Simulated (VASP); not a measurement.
# WS2 in VASP: further runs

The runs below take WS2 through single point, with PBE+D3(BJ), r2SCAN.

Everything below comes from runs of VASP 6.6.1. Logs are shortened: lines on timing, memory, paths and dates and some standing lists are left out, and cuts for length are marked.

## Step 1: The cell of the first run

The cell holds a sheet with vacuum, 3 atoms: a = 3.153 Å, b = 3.153 Å, c = 30.080 Å, α = 90.00°, β = 90.00°, γ = 120.00°.

## Step 2: Single point, PBE+D3(BJ)

File INCAR:

```
PREC = Accurate ; ENCUT = 520
EDIFF = 1E-7 ; ISMEAR = 0
SIGMA = 0.02 ; LREAL = False
LASPH = True ; NELM = 60
ALGO = Normal ; ISIF = 2
LWAVE = False ; LCHARG = False
LDIPOL = True ; IDIPOL = 3
DIPOL = 0.5 0.5 0.351 ; GGA = PE
IVDW = 12 ; NBANDS = 20
```

File KPOINTS:

```
regular mesh
0
Gamma
  12 12 1
```

File POSCAR:

```
WS2
1.0
    3.1530000000      0.0000000000      0.0000000000
   -1.5765000000      2.7305780981      0.0000000000
    0.0000000000      0.0000000000     30.0799999992
S W
2 1
Direct
    0.6666666667      0.3333333333      0.2989245372
    0.6666666667      0.3333333333      0.4038680160
    0.3333333333      0.6666666667      0.3513962766
```

Potentials or basis: VASP PAW PBE potentials, release 64 (S, W_sv).

The run is started by

```bash
$ cat potpaw_PBE.64/S/POTCAR potpaw_PBE.64/W_sv/POTCAR > POTCAR
$ mpirun -np 1 vasp_std > vasp.out
```

OUTCAR:

```text
PREC = Accurate
   ENCUT = 520
   EDIFF = 1E-7
   ISMEAR = 0
   LREAL = False
   LASPH = True
   NELM = 60
   ISIF = 2
   GGA = PE
   IVDW = 12
 IVDW          = 12

 ion  position               nearest neighbor table
   1  0.667  0.333  0.299-   3 2.41   3 2.41   3 2.41
   2  0.667  0.333  0.404-   3 2.41   3 2.41   3 2.41
   3  0.333  0.667  0.351-   1 2.41   2 2.41   1 2.41   2 2.41   1 2.41   2 2.41

  LATTYP: Found a hexagonal cell.
 ALAT       =     3.1530000000
 C/A-ratio  =     9.5401205199

  Lattice vectors:

 A1 = (   3.1530000000,   0.0000000000,   0.0000000000)
 A2 = (  -1.5765000000,   2.7305780981,   0.0000000000)
 A3 = (   0.0000000000,   0.0000000000,  30.0799999992)

Analysis of symmetry for initial positions (statically):
=====================================================================
 Subroutine PRICEL returns:
 Original cell was already a primitive cell.

 Routine SETGRP: Setting up the symmetry group for a
 hexagonal supercell.

 Subroutine GETGRP returns: Found 12 space group operations
 (whereof  6 operations were pure point group operations)
 out of a pool of 24 trial point group operations.

The static configuration has the point symmetry C_3v.
 The point group associated with its full space group is D_3h.

Analysis of symmetry for dynamics (positions and initial velocities):
=====================================================================
 Subroutine PRICEL returns:
 Original cell was already a primitive cell.

 Routine SETGRP: Setting up the symmetry group for a
 hexagonal supercell.

 Subroutine GETGRP returns: Found 12 space group operations
 (whereof  6 operations were pure point group operations)
 out of a pool of 24 trial point group operations.

The dynamic configuration has the point symmetry C_3v.
 The point group associated with its full space group is D_3h.

 Subroutine INISYM returns: Found 12 space group operations
 (whereof  6 operations are pure point group operations),
 and found     1 'primitive' translations

----------------------------------------------------------------------------------------

                                     Primitive cell

  volume of cell :     258.9741

  direct lattice vectors                    reciprocal lattice vectors
     3.153000000  0.000000000  0.000000000     0.317158262  0.183111408  0.000000000
    -1.576500000  2.730578098  0.000000000     0.000000000  0.366222816  0.000000000
     0.000000000  0.000000000 30.079999999     0.000000000  0.000000000  0.033244681

  length of vectors
     3.153000000  3.153000000 30.079999999     0.366222816  0.366222816  0.033244681

  position of ions in fractional coordinates (direct lattice)
[... 85 lines left out ...]
   PSTRESS=    0.0 pullay stress
   NELECT =      26.0000    total number of electrons
   NUPDOWN=      -1.0000    fix difference up-down
   EMIN   =  10.00;   EMAX   =-10.00  energy-range for DOS
   EFERMI =   0.00;   METHOD = LEGACY
   ISMEAR =     0;   SIGMA  =   0.02  broadening in eV -4-tet -1-fermi 0-gaus
   EFERMI_NEDOS =   21; number of points for ismear=-14 and -15
   IALGO  =     38    algorithm
   IMIX   =      4    mixing-type and parameters
     AMIX     =   0.40;   BMIX     =  1.00
     AMIX_MAG =   1.60;   BMIX_MAG =  1.00
  volume/ion in A,a.u.               =      86.32       582.55
  Fermi-wavevector in a.u.,A,eV,Ry     =   0.760876  1.437847  7.876849  0.578932
  Thomas-Fermi vector in A             =   1.859991
   LORBIT       =      0    0 simple, 1 ext, 2 COOP (PROOUT), +10 PAW based schemes
   GGA     = PE    functional components
   LHFCALC =     F    Hartree Fock is set to
   AEXX    =    0.0000 exact exchange contribution
   IVDW    =    12    specifies the selected vdW correction
   LEPSILON=     F    determine dielectric tensor
   LRPA    =     F    only Hartree local field effects (RPA)
 non-spin polarized calculation
 Gauss-broadening in eV      SIGMA  =   0.02
  energy-cutoff  :      520.00
  volume of cell :      258.97
 maximum number of plane-waves:      7010
 NGX is ok and might be reduce to    24
   NGX = 11   NGY = 11   NGZ =111

 dipolmoment           0.000000      0.000000     -0.000001 electrons x Angstroem

 number of electron      25.9999995 magnetization

 dipolmoment           0.000000      0.000000      0.000000 electrons x Angstroem

 Free energy of the ion-electron system (eV)
  ---------------------------------------------------
  ext. energy  EPLUGINS =         0.00000000
  ---------------------------------------------------
  free energy    TOTEN  =       -23.66147891 eV

  energy without entropy =      -23.66147891  energy(sigma->0) =      -23.66147891

 E-fermi :  -2.9416     XC(G=0):  -2.6019

 val. band max:       -3.0770689109   @ k =   0.3333   0.3333   0.0000
 cond. band min:      -1.1241411222   @ k =   0.3333   0.3333   0.0000
 fundamental gap:      1.9529277887
 Fermi energy:        -2.9415963078

 k-point     1 :       0.0000    0.0000    0.0000
  band No.  band energies     occupation
      1     -77.0785      2.00000
      2     -41.3347      2.00000
      3     -41.1536      2.00000
      4     -41.1536      2.00000
      5     -17.9206      2.00000
      6     -16.2989      2.00000
[... 426 lines left out ...]
     19       4.1008      0.00000
     20       6.2604      0.00000

------------------------ aborting loop because EDIFF is reached ----------------------------------------

 vacuum level on the upper side and lower side of the slab       (xc-potential included)        -0.007        -0.007

 Edisp (eV)   -0.93336

 E8    (eV) :    -0.4200

  FORCE on cell =-STRESS in cart. coord.  units (eV):
  Direction    XX          YY          ZZ          XY          YZ          ZX
  --------------------------------------------------------------------------------------
  -------------------------------------------------------------------------------------
  Total       0.19287     0.19287    -0.01674     0.00000    -0.00000     0.00000
  in kB       1.19322     1.19322    -0.10356     0.00000    -0.00000     0.00000
  external pressure =        0.76 kB  Pullay stress =        0.00 kB

 VOLUME and BASIS-vectors are now :
 -----------------------------------------------------------------------------
  energy-cutoff  :      520.00
  volume of cell :      258.97
      direct lattice vectors                 reciprocal lattice vectors
     3.153000000  0.000000000  0.000000000     0.317158262  0.183111408  0.000000000
    -1.576500000  2.730578098  0.000000000     0.000000000  0.366222816  0.000000000
     0.000000000  0.000000000 30.079999999     0.000000000  0.000000000  0.033244681

 POSITION                                       TOTAL-FORCE (eV/Angst)
 -----------------------------------------------------------------------------------
      1.57650      0.91019      8.99165        -0.000000     -0.000000     -0.003963
      1.57650      0.91019     12.14835        -0.000000     -0.000000      0.003963
     -0.00000      1.82039     10.57000         0.000000      0.000000     -0.000000
 -----------------------------------------------------------------------------------
    total drift:                                0.000000     -0.000000     -0.000028

  FREE ENERGIE OF THE ION-ELECTRON SYSTEM (eV)
  ---------------------------------------------------
  free  energy   TOTEN  =       -24.5948371147 eV

  energy  without entropy=      -24.5948371147  energy(sigma->0) =      -24.59483711

 vacuum level on the upper side and lower side of the slab         2.560         2.560
```

Wall time 2.6 min (1 thread of AMD EPYC 7R13 (Zen 3), shared host); peak memory 0.36 GiB.

What came out:

| Item | Value |
| --- | --- |
| Free energy | -24.5948 eV |
| Largest force | 0.004 eV/Å |
| Band gap on the k mesh | 1.95 eV |
| Dispersion energy per atom | -0.311 eV |

Forces in eV/Å, atoms in the order of the input:
```
S    0.000  0.000 -0.004
S    0.000  0.000  0.004
W    0.000  0.000  0.000
```

Caveat: spin-orbit coupling is left out, which moves the levels of the heavy elements.

## Step 3: Single point, r2SCAN

POSCAR is that of step 2.

File INCAR.step1:

```
SYSTEM = WS2
  ALGO = Normal
  DIPOL = 0.5 0.5 0.351
  EDIFF = 1E-4
  ENCUT = 520
  GGA = PE
  IDIPOL = 3
  ISMEAR = 0
  LASPH = .True.
  LCHARG = .False.
  LDIPOL = .True.
  LREAL = .False.
  LWAVE = .True.
  NBANDS = 20
  NELM = 60
  PREC = Accurate
  SIGMA = 0.02
```

File INCAR.step2:

```
SYSTEM = WS2
  ALGO = Normal
  DIPOL = 0.5 0.5 0.351
  EDIFF = 1E-6
  ENCUT = 520
  IDIPOL = 3
  ISIF = 2
  ISMEAR = 0
  ISTART = 1
  LASPH = .True.
  LCHARG = .True.
  LDIPOL = .True.
  LELF = .True.
  LMIXTAU = .True.
  LREAL = .False.
  LVACPOTAV = .True.
  LVHAR = .True.
  LWAVE = .False.
  METAGGA = R2SCAN
  NBANDS = 20
  NELM = 60
  PREC = Accurate
  SIGMA = 0.02
```

File KPOINTS:

```
k-points
0
Gamma
  12 12 1
  0 0 0
```

Potentials or basis: VASP PAW PBE potentials, release 64 (S, W_sv).

The run is started by

```bash
$ cat potpaw_PBE.64/S/POTCAR potpaw_PBE.64/W_sv/POTCAR > POTCAR
$ cp INCAR.step1 INCAR
$ mpirun -np 1 vasp_std > vasp.out
$ cp INCAR.step2 INCAR
$ mpirun -np 1 vasp_std > vasp.out
```

OUTCAR:

```text
SYSTEM = WS2
   EDIFF = 1E-6
   ENCUT = 520
   ISIF = 2
   ISMEAR = 0
   ISTART = 1
   LASPH = .True.
   LREAL = .False.
   METAGGA = R2SCAN
   NELM = 60
   PREC = Accurate

 ion  position               nearest neighbor table
   1  0.667  0.333  0.299-   3 2.41   3 2.41   3 2.41
   2  0.667  0.333  0.404-   3 2.41   3 2.41   3 2.41
   3  0.333  0.667  0.351-   1 2.41   2 2.41   1 2.41   2 2.41   1 2.41   2 2.41

  LATTYP: Found a hexagonal cell.
 ALAT       =     3.1530000000
[... 634 lines left out ...]
  Direction    XX          YY          ZZ          XY          YZ          ZX
  --------------------------------------------------------------------------------------
  -------------------------------------------------------------------------------------
  Total        0.8035827      0.8035827     -0.5832148      0.0000000      0.0000000     -0.0000000
  in kB        4.9714695      4.9714695     -3.6081344      0.0000000      0.0000000     -0.0000000
  external PRESSURE =       2.1116015 kB  Pullay stress =       0.0000000 kB

 VOLUME and BASIS-vectors are now :
 -----------------------------------------------------------------------------
  energy-cutoff  :      520.00
  volume of cell :      258.97
      direct lattice vectors                 reciprocal lattice vectors
     3.153000000  0.000000000  0.000000000     0.317158262  0.183111408  0.000000000
    -1.576500000  2.730578098  0.000000000     0.000000000  0.366222816  0.000000000
     0.000000000  0.000000000 30.079999999     0.000000000  0.000000000  0.033244681

 POSITION                                       TOTAL-FORCE (eV/Angst)
 -----------------------------------------------------------------------------------
      1.57650      0.91019      8.99165        -0.000000      0.000000      0.176353
      1.57650      0.91019     12.14835         0.000000      0.000000     -0.176353
     -0.00000      1.82039     10.57000         0.000000     -0.000000      0.000000
 -----------------------------------------------------------------------------------
    total drift:                               -0.000000     -0.000000     -0.000069

  FREE ENERGIE OF THE ION-ELECTRON SYSTEM (eV)
  ---------------------------------------------------
  free  energy   TOTEN  =       -70.0287226844 eV

  energy  without entropy=      -70.0287226844  energy(sigma->0) =      -70.02872268

 vacuum level on the upper side and lower side of the slab         2.576         2.576
```

OUTCAR.step1:

```text
SYSTEM = WS2
   EDIFF = 1E-4
   ENCUT = 520
   GGA = PE
   ISMEAR = 0
   LASPH = .True.
   LREAL = .False.
   NELM = 60
[... 662 lines left out ...]
      1.57650      0.91019     12.14835         0.000000     -0.000000      0.100807
     -0.00000      1.82039     10.57000        -0.000000      0.000000     -0.000000
 -----------------------------------------------------------------------------------
    total drift:                               -0.000000      0.000000     -0.002207

  FREE ENERGIE OF THE ION-ELECTRON SYSTEM (eV)
  ---------------------------------------------------
  free  energy   TOTEN  =       -23.6611418938 eV

  energy  without entropy=      -23.6611418938  energy(sigma->0) =      -23.66114189

 vacuum level on the upper side and lower side of the slab         1.935         2.171
```

OSZICAR.step1:

```text
N       E                     dE             d eps       ncg     rms          rms(c)
DAV:   1     0.186307587748E+03    0.18631E+03   -0.12849E+04   928   0.985E+02
DAV:   2    -0.705842858535E+01   -0.19337E+03   -0.18699E+03  1056   0.224E+02
DAV:   3    -0.247443977810E+02   -0.17686E+02   -0.17604E+02  1088   0.682E+01
DAV:   4    -0.250220949742E+02   -0.27770E+00   -0.27687E+00  1008   0.991E+00
DAV:   5    -0.250284014121E+02   -0.63064E-02   -0.63057E-02  1064   0.150E+00    0.269E+01
DAV:   6    -0.238568109891E+02    0.11716E+01   -0.65388E+00   856   0.169E+01    0.111E+01
DAV:   7    -0.237437066366E+02    0.11310E+00   -0.18821E+00   872   0.740E+00    0.486E+00
DAV:   8    -0.236642069549E+02    0.79500E-01   -0.43187E-01   904   0.424E+00    0.111E+00
DAV:   9    -0.236633678410E+02    0.83911E-03   -0.22047E-02  1020   0.923E-01    0.737E-01
DAV:  10    -0.236613426913E+02    0.20251E-02   -0.98403E-03   920   0.668E-01    0.679E-02
DAV:  11    -0.236611810145E+02    0.16168E-03   -0.78662E-04   960   0.185E-01    0.756E-02
DAV:  12    -0.236611418938E+02    0.39121E-04   -0.53787E-05   604   0.438E-02
   1 F= -.23661142E+02 E0= -.23661142E+02  d E =-.106455E-28
```

It took 9.8 min on 1 thread of AMD EPYC 7R13 (Zen 3), shared host; peak memory 0.4 GiB.

Results:

| Quantity | Value |
| --- | --- |
| Free energy | -70.0287 eV |
| Largest force | 0.176 eV/Å |
| Band gap on the k mesh | 2.08 eV |
| Ionisation potential of the upper face | 5.85 eV |

Forces on the atoms (eV/Å):
```
S    0.000  0.000  0.176
S    0.000  0.000 -0.176
W    0.000  0.000  0.000
```

Caveat: the PAW data sets were made with another functional, which shifts forces and pressure a little; spin-orbit coupling is left out, which moves the levels of the heavy elements.
